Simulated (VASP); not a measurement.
# Li2HfN2 (P-3m1) in VASP: further runs

Runs on Li2HfN2. Level: LDA. Tasks: single point, relaxation of cell and atoms.

Program: VASP 6.6.1. These are calculated values, not measurements. Logs are shortened: lines on timing, memory, paths and dates and some standing lists are left out, and cuts for length are marked.

**1. The cell of the first run**

The structure is trigonal, space group P-3m1 (No. 164). Conventional cell: a = 3.199 Å, b = 3.199 Å, c = 5.335 Å, α = 90.00°, β = 90.00°, γ = 120.00°. Within 2.7 Å of Li (site symmetry 3m) lie 4 N at 2.03 to 2.10 Å and 3 Li at 2.23 Å. Hf (site symmetry -3m) has 6 N at 2.20 Å and 6 Li at 2.76 Å within 2.9 Å. N (site symmetry 3m) has 4 Li at 2.03 to 2.10 Å and 3 Hf at 2.20 Å within 2.7 Å.

**2. Single point, LDA**

Contents of INCAR:

```
PREC     = Accurate       # precision mode
ENCUT    = 520            # plane-wave cutoff, eV
EDIFF    = 1E-7           # SCF threshold, eV
ISMEAR   = -1             # smearing method
SIGMA    = 0.02           # smearing width, eV
LREAL    = F              # projectors in reciprocal space
LASPH    = T              # aspherical terms in the spheres
NELM     = 60             # most SCF steps
ALGO     = Normal         # electronic algorithm
ISIF     = 2              # what is computed and relaxed
LWAVE    = F              # write WAVECAR
LCHARG   = T              # write CHGCAR
LELF     = T              # ELF
LVHAR    = T            
NBANDS   = 21             # bands
```

Contents of KPOINTS:

```
regular mesh
0
Gamma
  9 9 5
```

Contents of POSCAR:

```
Li2HfN2
1.0
    3.1985893326      0.0000000029      0.0000000000
   -1.5992946688      2.7700596169      0.0000000000
    0.0000000000      0.0000000000      5.3346557619
Li Hf N
2 1 2
Direct
    0.6666666667      0.3333333333      0.3834534722
    0.3333333333      0.6666666667      0.6165465278
    0.0000000000      0.0000000000      0.0000000000
    0.6666666667      0.3333333333      0.7765788819
    0.3333333333      0.6666666667      0.2234211181
```

Potentials or basis: VASP PAW LDA potentials, release 64 (Li_sv, Hf_pv, N).

Run with:

```
cat potpaw_LDA.64/Li_sv/POTCAR potpaw_LDA.64/Hf_pv/POTCAR potpaw_LDA.64/N/POTCAR > POTCAR
mpirun -np 1 vasp_std > vasp.out
```

OUTCAR:

```text
PREC = Accurate
   ENCUT = 520
   EDIFF = 1E-7
   ISMEAR = -1
   LREAL = F
   LASPH = T
   NELM = 60
   ISIF = 2

 ion  position               nearest neighbor table
   1  0.667  0.333  0.383-   5 2.03   5 2.03   5 2.03   4 2.10   2 2.23   2 2.23   2 2.23   3 2.76
                             3 2.76   3 2.76
   2  0.333  0.667  0.617-   4 2.03   4 2.03   4 2.03   5 2.10   1 2.23   1 2.23   1 2.23   3 2.76
                             3 2.76   3 2.76
   3  0.000  0.000  0.000-   4 2.20   5 2.20   4 2.20   5 2.20   4 2.20   5 2.20   1 2.76   2 2.76
                             2 2.76   1 2.76   1 2.76   2 2.76
   4  0.667  0.333  0.777-   2 2.03   2 2.03   2 2.03   1 2.10   3 2.20   3 2.20   3 2.20
   5  0.333  0.667  0.223-   1 2.03   1 2.03   1 2.03   2 2.10   3 2.20   3 2.20   3 2.20

  LATTYP: Found a hexagonal cell.
 ALAT       =     3.1985893326
 C/A-ratio  =     1.6678151545

  Lattice vectors:

 A1 = (   3.1985893326,   0.0000000029,   0.0000000000)
 A2 = (  -1.5992946688,   2.7700596169,   0.0000000000)
 A3 = (   0.0000000000,   0.0000000000,   5.3346557619)

Analysis of symmetry for initial positions (statically):
=====================================================================
 Subroutine PRICEL returns:
 Original cell was already a primitive cell.

 Routine SETGRP: Setting up the symmetry group for a
 hexagonal supercell.

 Subroutine GETGRP returns: Found 12 space group operations
 (whereof 12 operations were pure point group operations)
 out of a pool of 24 trial point group operations.

The static configuration has the point symmetry D_3d.

Analysis of symmetry for dynamics (positions and initial velocities):
=====================================================================
 Subroutine PRICEL returns:
 Original cell was already a primitive cell.

 Routine SETGRP: Setting up the symmetry group for a
 hexagonal supercell.

 Subroutine GETGRP returns: Found 12 space group operations
 (whereof 12 operations were pure point group operations)
 out of a pool of 24 trial point group operations.

The dynamic configuration has the point symmetry D_3d.

 Subroutine INISYM returns: Found 12 space group operations
 (whereof 12 operations are pure point group operations),
 and found     1 'primitive' translations

----------------------------------------------------------------------------------------

                                     Primitive cell

  volume of cell :      47.2666

  direct lattice vectors                    reciprocal lattice vectors
     3.198589333  0.000000003  0.000000000     0.312637821  0.180501531  0.000000000
    -1.599294669  2.770059617  0.000000000    -0.000000000  0.361003061  0.000000000
     0.000000000  0.000000000  5.334655762     0.000000000  0.000000000  0.187453520

  length of vectors
     3.198589333  3.198589333  5.334655762     0.361003061  0.361003061  0.187453520

  position of ions in fractional coordinates (direct lattice)
     0.666666667  0.333333333  0.383453472
     0.333333333  0.666666667  0.616546528
     0.000000000  0.000000000  0.000000000
     0.666666667  0.333333333  0.776578882
     0.333333333  0.666666667  0.223421118

  ion indices of the primitive-cell ions
   primitive index   ion index
                 1           1
                 2           2
                 3           3
                 4           4
                 5           5

----------------------------------------------------------------------------------------

 KPOINTS: regular mesh

Automatic generation of k-mesh.
 Grid dimensions read from file:
 generate k-points for:    9    9    5

 Generating k-lattice:

  Cartesian coordinates                     Fractional coordinates (reciprocal lattice)
     0.034737536  0.020055726  0.000000000     0.111111111  0.000000000  0.000000000
    -0.000000000  0.040111451  0.000000000    -0.000000000  0.111111111  0.000000000
     0.000000000  0.000000000  0.037490704     0.000000000  0.000000000  0.200000000

  Length of vectors
     0.040111451  0.040111451  0.037490704

  Shift w.r.t. Gamma in fractional coordinates (k-lattice)
     0.000000000  0.000000000  0.000000000

 Subroutine IBZKPT returns following result:
 ===========================================

 Found     50 irreducible k-points:

 Following reciprocal coordinates:
            Coordinates               Weight
  0.000000  0.000000  0.000000      1.000000
  0.111111  0.000000  0.000000      6.000000
  0.222222 -0.000000  0.000000      6.000000
  0.333333 -0.000000  0.000000      6.000000
  0.444444 -0.000000  0.000000      6.000000
  0.111111  0.111111  0.000000      6.000000
[... 16 lines left out ...]
  0.222222  0.111111  0.200000     12.000000
 -0.111111  0.333333  0.200000     12.000000
 [... further k-points ...]
   k-points           NKPTS =     50   k-points in BZ     NKDIM =     50   number of bands    NBANDS=     21
   number of dos      NEDOS =    301   number of ions     NIONS =      5
   total plane-waves  NPLWV =  23040
   dimension x,y,z NGX =    24 NGY =   24 NGZ =   40
   dimension x,y,z NGXF=    48 NGYF=   48 NGZF=   80
   ions per type =               2   1   2
   NGX,Y,Z   is equivalent  to a cutoff of  12.47, 12.47, 12.47 a.u.
   NGXF,Y,Z  is equivalent  to a cutoff of  24.95, 24.95, 24.93 a.u.
 SYSTEM =  unknown system
   PREC   = accura    normal or accurate (medium, high low for compatibility)
   ISTART =      0    job   : 0-new  1-cont  2-samecut
   ICHARG =      2    charge: 1-file 2-atom 10-const
   ISPIN  =      1    spin polarized calculation?
   LNONCOLLINEAR =      F non collinear calculations
   LSORBIT =      F    spin-orbit coupling
   LASPH  =      T    aspherical Exc in radial PAW
   ENCUT  =  520.0 eV  38.22 Ry    6.18 a.u.   5.95  5.95  9.92*2*pi/ulx,y,z
   NELM   =     60;   NELMIN=  2; NELMDL= -5     # of ELM steps
   EDIFF  = 0.1E-06   stopping-criterion for ELM
   LREAL  =      F    real-space projection
   EDIFFG = 0.1E-05   stopping-criterion for IOM
   NSW    =      0    number of steps for IOM
   IBRION =     -1    ionic relax: 0-MD 1-quasi-New 2-CG
   NFREE  =      0    steps in history (QN), initial steepest desc. (CG)
   ISIF   =      2    stress and relaxation
   ISYM   =      2    0-nonsym 1-usesym 2-fastsym
   POTIM  = 0.5000    time-step for ionic-motion
   TEBEG  =    0.0;   TEEND  =   0.0 temperature during run
   PSTRESS=    0.0 pullay stress
   NELECT =      26.0000    total number of electrons
   NUPDOWN=      -1.0000    fix difference up-down
   EMIN   =  10.00;   EMAX   =-10.00  energy-range for DOS
   EFERMI =   0.00;   METHOD = LEGACY
   ISMEAR =    -1;   SIGMA  =   0.02  broadening in eV -4-tet -1-fermi 0-gaus
   EFERMI_NEDOS =   21; number of points for ismear=-14 and -15
   IALGO  =     38    algorithm
   IMIX   =      4    mixing-type and parameters
     AMIX     =   0.40;   BMIX     =  1.00
     AMIX_MAG =   1.60;   BMIX_MAG =  1.00
  volume/ion in A,a.u.               =       9.45        63.79
  Fermi-wavevector in a.u.,A,eV,Ry     =   1.341368  2.534818 24.480529  1.799268
  Thomas-Fermi vector in A             =   2.469607
   LORBIT       =      0    0 simple, 1 ext, 2 COOP (PROOUT), +10 PAW based schemes
   GGA     = CA    functional components
   LHFCALC =     F    Hartree Fock is set to
   AEXX    =    0.0000 exact exchange contribution
   IVDW    =     0    specifies the selected vdW correction
   LEPSILON=     F    determine dielectric tensor
   LRPA    =     F    only Hartree local field effects (RPA)
 non-spin polarized calculation
  energy-cutoff  :      520.00
  volume of cell :       47.27
 maximum number of plane-waves:      1296
   NGX = 11   NGY = 11   NGZ = 19

 number of electron      26.0000021 magnetization

 Free energy of the ion-electron system (eV)
  ---------------------------------------------------
  ext. energy  EPLUGINS =         0.00000000
  ---------------------------------------------------
  free energy    TOTEN  =       -39.92484331 eV

  energy without entropy =      -39.92484331  energy(sigma->0) =      -39.92484331

 E-fermi :   4.9096     XC(G=0): -11.6352

 val. band max:        4.4927439874   @ k =   0.0000   0.0000   0.0000
 cond. band min:       6.3366660905   @ k =   0.0000   0.4444   0.4000
 fundamental gap:      1.8439221032
 Fermi energy:         4.9096321760

 k-point     1 :       0.0000    0.0000    0.0000
  band No.  band energies     occupation
      1     -38.8114      2.00000
      2     -38.5665      2.00000
      3     -25.0426      2.00000
      4     -24.5845      2.00000
      5     -24.5845      2.00000
      6      -9.4786      2.00000
[... 13 lines left out ...]
     20      12.5075      0.00000
     21      13.7900      0.00000

 k-point     2 :       0.1111    0.0000    0.0000
  band No.  band energies     occupation
      1     -38.8033      2.00000
      2     -38.5715      2.00000
      3     -25.0244      2.00000
      4     -24.6778      2.00000
      5     -24.6037      2.00000
      6      -9.2746      2.00000
[... 13 lines left out ...]
     20      13.3362      0.00000
     21      13.8045      0.00000

 k-point     3 :       0.2222   -0.0000    0.0000
  band No.  band energies     occupation
      1     -38.7811      2.00000
      2     -38.5863      2.00000
      3     -24.9794      2.00000
      4     -24.9046      2.00000
      5     -24.6522      2.00000
      6      -8.7726      2.00000
[... 13 lines left out ...]
     20      13.6474      0.00000
     21      15.1169      0.00000

 k-point     4 :       0.3333   -0.0000    0.0000
  band No.  band energies     occupation
      1     -38.7502      2.00000
      2     -38.6088      2.00000
      3     -25.1553      2.00000
      4     -24.9222      2.00000
      5     -24.7067      2.00000
      6      -8.4013      2.00000
[... 13 lines left out ...]
     20      13.8825      0.00000
     21      15.7648      0.00000

 k-point     5 :       0.4444   -0.0000    0.0000
  band No.  band energies     occupation
      1     -38.7222      2.00000
      2     -38.6313      2.00000
      3     -25.3102      2.00000
      4     -24.8867      2.00000
      5     -24.7418      2.00000
      6      -8.4464      2.00000
[... 13 lines left out ...]
     20      14.7661      0.00000
     21      15.1337      0.00000

 k-point     6 :       0.1111    0.1111    0.0000
  band No.  band energies     occupation
      1     -38.7882      2.00000
      2     -38.5815      2.00000
      3     -24.9921      2.00000
      4     -24.8300      2.00000
      5     -24.6461      2.00000
      6      -8.9147      2.00000
[... 13 lines left out ...]
     20      14.0439      0.00000
     21      14.4024      0.00000

 k-point     7 :       0.2222    0.1111    0.0000
  band No.  band energies     occupation
      1     -38.7613      2.00000
      2     -38.6005      2.00000
      3     -25.0486      2.00000
      4     -24.9412      2.00000
      5     -24.7170      2.00000
      6      -8.3993      2.00000
[... 13 lines left out ...]
     20      14.3429      0.00000
     21      15.3997      0.00000
[... 291 lines left out ...]
      1     -38.7220      2.00000
      2     -38.6315      2.00000
      3     -25.3104      2.00000
      4     -24.8870      2.00000
      5     -24.7418      2.00000
      6      -8.4409      2.00000
[... 13 lines left out ...]
     20      14.5915      0.00000
     21      15.3196      0.00000

 k-point    21 :       0.0000    0.4444    0.2000
  band No.  band energies     occupation
      1     -38.7222      2.00000
      2     -38.6314      2.00000
      3     -25.3104      2.00000
      4     -24.8870      2.00000
      5     -24.7418      2.00000
      6      -8.4543      2.00000
[... 13 lines left out ...]
     20      15.3662      0.00000
     21      15.4683      0.00000

 k-point    22 :       0.1111    0.1111    0.2000
  band No.  band energies     occupation
      1     -38.7884      2.00000
      2     -38.5813      2.00000
      3     -24.9920      2.00000
      4     -24.8300      2.00000
      5     -24.6460      2.00000
      6      -8.8954      2.00000
[... 13 lines left out ...]
     20      13.5110      0.00000
     21      14.4437      0.00000

 k-point    23 :       0.2222    0.1111    0.2000
  band No.  band energies     occupation
      1     -38.7613      2.00000
      2     -38.6005      2.00000
      3     -25.0487      2.00000
      4     -24.9413      2.00000
      5     -24.7169      2.00000
      6      -8.3707      2.00000
[... 13 lines left out ...]
     20      14.4574      0.00000
     21      15.2689      0.00000

 k-point    24 :      -0.1111    0.3333    0.2000
  band No.  band energies     occupation
      1     -38.7614      2.00000
      2     -38.6004      2.00000
      3     -25.0488      2.00000
      4     -24.9413      2.00000
      5     -24.7169      2.00000
      6      -8.3953      2.00000
[... 13 lines left out ...]
     20      13.7280      0.00000
     21      15.6925      0.00000

 [... further k-points ...]

------------------------ aborting loop because EDIFF is reached ----------------------------------------

  FORCE on cell =-STRESS in cart. coord.  units (eV):
  Direction    XX          YY          ZZ          XY          YZ          ZX
  --------------------------------------------------------------------------------------
  -------------------------------------------------------------------------------------
  Total       -0.1889849     -0.1889849     -0.1851020     -0.0000000      0.0000000     -0.0000000
  in kB       -6.4059531     -6.4059531     -6.2743338     -0.0000000      0.0000000     -0.0000000
  external PRESSURE =      -6.3620800 kB  Pullay stress =       0.0000000 kB

 VOLUME and BASIS-vectors are now :
 -----------------------------------------------------------------------------
  energy-cutoff  :      520.00
  volume of cell :       47.27
      direct lattice vectors                 reciprocal lattice vectors
     3.198589333  0.000000003  0.000000000     0.312637821  0.180501531  0.000000000
    -1.599294669  2.770059617  0.000000000    -0.000000000  0.361003061  0.000000000
     0.000000000  0.000000000  5.334655762     0.000000000  0.000000000  0.187453520

 POSITION                                       TOTAL-FORCE (eV/Angst)
 -----------------------------------------------------------------------------------
      1.59929      0.92335      2.04559         0.000000     -0.000000      0.005083
     -0.00000      1.84671      3.28906        -0.000000     -0.000000     -0.005083
      0.00000      0.00000      0.00000         0.000000     -0.000000      0.000000
      1.59929      0.92335      4.14278         0.000000      0.000000      0.090860
     -0.00000      1.84671      1.19187        -0.000000      0.000000     -0.090860
 -----------------------------------------------------------------------------------
    total drift:                                0.000000      0.000000     -0.000000

  FREE ENERGIE OF THE ION-ELECTRON SYSTEM (eV)
  ---------------------------------------------------
  free  energy   TOTEN  =       -39.9248433107 eV

  energy  without entropy=      -39.9248433107  energy(sigma->0) =      -39.92484331
```

Run time: 33 s. Hardware: 1 thread of Intel Xeon Platinum 8488C (Sapphire Rapids), shared host; peak memory 0.18 GiB.

What came out:

| Item | Value |
| --- | --- |
| Free energy | -39.9248 eV |
| Largest force | 0.091 eV/Å |
| Band gap on the k mesh | 1.84 eV, indirect (least direct gap 2.67 eV) |

Forces on the atoms (eV/Å):
```
Li   0.000  0.000  0.005
Li   0.000  0.000 -0.005
Hf   0.000  0.000  0.000
N    0.000  0.000  0.091
N    0.000  0.000 -0.091
```

Caveat: the cutoff is under 1.25 times the usual one of these potentials, so pressure, stress and relaxed cells hold a basis-set (Pulay) error; spin-orbit coupling is left out, which moves the levels of the heavy elements.

**3. Relaxation of cell and atoms, LDA**

This run uses another cell than the first one, of 9.84 Å³/atom, 1.041 times its volume.

Contents of INCAR:

```
SYSTEM = Li2HfN2
ALGO = Normal
EDIFF = 1E-6
EDIFFG = -0.01
ENCUT = 600
IBRION = 2
ISIF = 3
ISMEAR = -1
LASPH = .True.
LCHARG = .False.
LREAL = .False.
LWAVE = .False.
NELM = 60
NSW = 60
PREC = Accurate
SIGMA = 0.02
```

Contents of KPOINTS:

```
k-points
0
Gamma
  9 9 5
  0 0 0
```

Contents of POSCAR:

```
Li2HfN2
1.0
    3.2371209500      0.0000000000      0.0000000000
   -1.6185604800      2.8034289800      0.0000000000
    0.0000000000      0.0000000000      5.4235951800
Li Hf N
2 1 2
Direct
    0.6666666706      0.3333333310      0.3827885694
    0.3333333294      0.6666666690      0.6172114306
    0.0000000000      0.0000000000      0.0000000000
    0.6666666706      0.3333333310      0.7793848600
    0.3333333294      0.6666666690      0.2206151400
```

Potentials or basis: VASP PAW LDA potentials, release 64 (Li_sv, Hf_pv, N).

Run with:

```
cat potpaw_LDA.64/Li_sv/POTCAR potpaw_LDA.64/Hf_pv/POTCAR potpaw_LDA.64/N/POTCAR > POTCAR
mpirun -np 1 vasp_std > vasp.out
```

Run time: 2.5 min. Hardware: 1 thread of Intel Xeon Platinum 8488C (Sapphire Rapids), shared host; peak memory 0.2 GiB.

Results (log left out):

```yaml
Free_energy: -39.9302 eV
Relaxed_volume: 9.42 Å³/atom
Relaxed_cell: a = 3.196 Å, b = 3.196 Å, c = 5.326 Å, α = 90.00°, β = 90.00°, γ = 120.00°
Space_group_after_relaxing_to_0.05_Å: P-3m1 (No. 164)
Energy_gained_by_relaxing: 9.1 meV/atom
Ionic_steps: 9
Pressure_after_relaxing: -0.1 GPa
Largest_force_after_relaxing: 0.009 eV/Å
Band_gap_on_the_k_mesh: 1.86 eV, indirect (least direct gap 2.68 eV)
```

Forces in eV/Å, atoms in the order of the input:
```
Li   0.000  0.000  0.005
Li   0.000  0.000 -0.005
Hf   0.000  0.000  0.000
N    0.000  0.000  0.009
N    0.000  0.000 -0.009
```

Stress tensor (GPa, compression positive):
```
-0.15  0.00  0.00
 0.00 -0.15  0.00
 0.00  0.00 -0.02
```

The path:
```csv
step,energy change (eV),largest force (eV/Å),pressure (GPa),volume (Å³)
1,0.0000,0.1600,-7.02,49.22
2,-0.0171,0.5799,5.60,46.21
3,-0.0407,0.2436,-0.21,47.47
4,-0.0444,0.0664,-0.09,47.27
5,-0.0447,0.0449,-0.06,47.20
6,-0.0447,0.0470,-0.06,47.19
7,-0.0451,0.0386,0.00,47.15
8,-0.0453,0.0257,0.09,47.09
9,-0.0454,0.0094,-0.11,47.12
```

Final structure:
```
Li Hf N
1.0
     3.19606    0.00000    0.00000
    -1.59803    2.76787    0.00000
     0.00000    0.00000    5.32631
Li Hf N
2 1 2
Cartesian
  1.5980 0.9226 2.0429
  0.0000 1.8452 3.2835
  0.0000 0.0000 0.0000
  1.5980 0.9226 4.1387
  0.0000 1.8452 1.1876
```

Levels at points of the mesh, in eV from the valence-band top:
```csv
k point,band 9,band 10,band 11,band 12,band 13,band 14,band 15,band 16,band 17
"(0.00, 0.00, 0.00)",-2.97,-2.97,-0.42,0.00,0.00,3.51,3.51,3.96,5.15
```

Caveat: the cutoff is under 1.25 times the usual one of these potentials, so pressure, stress and relaxed cells hold a basis-set (Pulay) error; spin-orbit coupling is left out, which moves the levels of the heavy elements. A k mesh can miss the band edges.
